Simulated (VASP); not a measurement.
Write the native input for VASP 6.6.1 that does the following.

| Quantity | Value |
| --- | --- |
| Task | single point |
| Functional | PBEsol |
| Potentials or basis | VASP PAW PBE potentials, release 64 (Si, C) |
| Cutoff | 520 eV |
| k mesh | 8 × 8 × 6 |
| Occupations | gaussian, width 0.01 eV |
| Spin | no spin polarisation |
| Dipole correction | no |
| Further INCAR settings | ALGO = Normal; EDIFF = 1e-07; NBANDS = 16 |

The structure of SiC lies in POSCAR:

```
SiC
1.0
    3.0757719568      0.0000000000      0.0000000000
   -1.5378859784      2.6636966508      0.0000000000
    0.0000000000      0.0000000000      5.0475313053
Si C
2 2
Direct
    0.3333333333      0.6666666667      0.0045931152
    0.6666666667      0.3333333333      0.5045931152
    0.3333333333      0.6666666667      0.3804068848
    0.6666666667      0.3333333333      0.8804068848
```

These files were run (other wordings do the same):

INCAR

```
SYSTEM = SiC
  ALGO = Normal
  EDIFF = 1E-7
  ENCUT = 520
  GGA = PS
  ISIF = 2
  ISMEAR = 0
  LASPH = .True.
  LCHARG = .True.
  LELF = .True.
  LREAL = .False.
  LVHAR = .True.
  LWAVE = .False.
  NBANDS = 16
  NELM = 60
  PREC = Accurate
  SIGMA = 0.01
```

KPOINTS

```
k-points
0
Gamma
  8 8 6
  0 0 0
```

Potentials or basis: VASP PAW PBE potentials, release 64 (Si, C).

Launch:

```sh
$ cat potpaw_PBE.64/Si/POTCAR potpaw_PBE.64/C/POTCAR > POTCAR
$ mpirun -np 1 vasp_std > vasp.out
```

It gave:

```json
{
  "Pressure": "0.4 GPa",
  "Band gap on the k mesh": "2.37 eV, indirect (least direct gap 3.85 eV)"
}
```

Caveat: the PAW data sets were made with another functional, which shifts forces and pressure a little.

Wall time 19 s on 1 thread of Intel Xeon 6975P-C (shared host), peak memory 0.16 GiB.
